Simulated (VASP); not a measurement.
Wanted: the native input for a VASP 6.6.1 run.

- Task: single point
- Functional: PBE
- Potentials or basis: VASP PAW PBE potentials, release 64 (Co, Si)
- Cutoff: 520 eV
- k mesh: 6 × 6 × 6
- Occupations: gaussian, width 0.1 eV
- Spin: collinear spin, ferromagnetic start
- Starting moments: [3.0, 3.0, 0.0] μB
- Dipole correction: no
- Further INCAR settings: ALGO = Normal; EDIFF = 1e-07; NBANDS = 22

The structure of Co2Si lies in POSCAR:

```
Co2Si
1.0
    3.7990245212      0.0000000000      0.0000000000
    0.0000000000      3.7990245212      0.0000000000
    0.0000000000      0.0000000000      2.6127739906
Co Si
2 1
Direct
    0.5000000000      0.0000000000      0.7197815363
    0.0000000000      0.5000000000      0.7197815363
    0.5000000000      0.5000000000      0.2198362874
```

The cell was generated, and may not be a known phase.

The input as run:

INCAR

```
SYSTEM = Co2Si
ALGO     = Normal         ! electronic algorithm
EDIFF    = 1E-7           ! SCF threshold, eV
ENCUT    = 520            ! plane-wave cutoff, eV
GGA      = PE             ! functional
ISIF     = 2              ! what is computed and relaxed
ISMEAR   = 0              ! smearing method
ISPIN    = 2              ! spin polarisation
LASPH    = .TRUE.         ! aspherical terms in the spheres
LCHARG   = .FALSE.        ! write CHGCAR
LMAXMIX  = 4              ! l up to which the mixer works
LORBIT   = 11             ! projections on sites
LREAL    = .FALSE.        ! projectors in reciprocal space
LWAVE    = .FALSE.        ! write WAVECAR
MAGMOM   = 3 3 0          ! initial moments
NBANDS   = 22             ! bands
NELM     = 150            ! most SCF steps
PREC     = Accurate       ! precision mode
SIGMA    = 0.1            ! smearing width, eV
```

KPOINTS

```
k-points
0
G
  6 6 6
  0 0 0
```

Potentials or basis: VASP PAW PBE potentials, release 64 (Co, Si).

Run with:

```sh
$ cat potpaw_PBE.64/Co/POTCAR potpaw_PBE.64/Si/POTCAR > POTCAR
$ mpirun -np 1 vasp_std > vasp.out
```

It gave:

| Item | Value |
| --- | --- |
| Pressure | 0.0 GPa |
| Net moment | 1.58 μB per cell |
| Site moments | Co +0.81; Si -0.02 μB |
| Valence electrons inside the program's atomic spheres | Co 8.35; Si 1.71 |

Caveat: the k points lie up to 0.40 Å⁻¹ apart.

Wall time 37 s on 1 thread of Intel(R) Xeon(R) Platinum 8488C (Sapphire Rapids), with other jobs on the host, peak memory 0.18 GiB.
